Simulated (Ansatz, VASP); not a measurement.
**One calculation of Au, two programs**

Contents of INCAR:

```
SYSTEM = Au
PREC     = Accurate       ! precision mode
ENCUT    = 600            ! plane-wave cutoff, eV
EDIFF    = 1E-6           ! SCF threshold, eV
ISMEAR   = 0              ! smearing method
SIGMA    = 0.1            ! smearing width, eV
LREAL    = .False.        ! projectors in reciprocal space
LASPH    = .True.         ! aspherical terms in the spheres
NELM     = 100            ! most SCF steps
ALGO     = Normal         ! electronic algorithm
ISIF     = 3              ! what is computed and relaxed
LWAVE    = .False.        ! write WAVECAR
LCHARG   = .False.        ! write CHGCAR
GGA      = PE             ! functional
IBRION   = 2              ! ionic algorithm
NSW      = 90             ! ionic steps
EDIFFG   = -0.04          ! ionic threshold
```

Contents of KPOINTS:

```
regular mesh
0
Gamma
  8 8 8
  0 0 0
```

File POSCAR:

```
Au
1.0
   -1.4584792887      1.4584792887      2.2188634728
    1.4584792887     -1.4584792887      2.2188634728
    1.4584792887      1.4584792887     -2.2188634728
Au
1
Direct
    0.0000000000      0.0000000000      0.0000000000
```

Input for Ansatz:

```yaml
crystal:
  lattice:
    - [-1.4584792887, 1.4584792887, 2.2188634728]
    - [1.4584792887, -1.4584792887, 2.2188634728]
    - [1.4584792887, 1.4584792887, -2.2188634728]
  atoms:
    - { symbol: Au, position: [0.0, 0.0, 0.0] }
basis:
  ecutwfc: 420
kpoints:
  mp_grid: { grid: [8, 8, 8] }
hamiltonian:
  xc: pbe
scf:
  occupations: { method: gaussian, width: 0.1 }
  lower_state_search: "off"
output:
  forces: true
  stress: true
  eigenvalues: true
relax:
  adjacent_minimum: "off"
  f_tol: 0.04
  max_steps: 70
  cell: { stress_tol: 0.4 }
```

Alike in both runs: task relaxation of cell and atoms; functional PBE; k mesh 8 × 8 × 8; occupations gaussian, width 0.1 eV; no spin polarisation.

|  | VASP | Ansatz |
| --- | --- | --- |
| version | VASP 6.6.1 | Ansatz 0.2.0 |
| potentials or method | VASP PAW PBE potentials, release 64 (Au), cutoff 600 eV | scalar-relativistic, plane waves, PAW |
| valence electrons in the cell | 11 | 19 |

Ansatz gave:

```
gap on the k mesh at the Fermi level, each at its own relaxed structure (eV) : none
relaxed volume (Å³/atom)                                                     : 18.06
relaxed cell length with the largest relative difference (Å)                 : 2.997
```

**Question.** Which values does VASP return?

**Answer.** gap on the k mesh at the Fermi level, each at its own relaxed structure (eV): none; relaxed volume (Å³/atom): 18.03; relaxed cell length with the largest relative difference (Å): 2.995.

A gap of «none» marks a metal or a gap that the smearing closes. VASP's potentials hold 11 valence electrons a cell and Ansatz's 19, so a difference there can come from the potentials and not from the codes.

The k mesh is coarse, so the values compare programs but aren't converged. Spin-orbit coupling is off throughout.
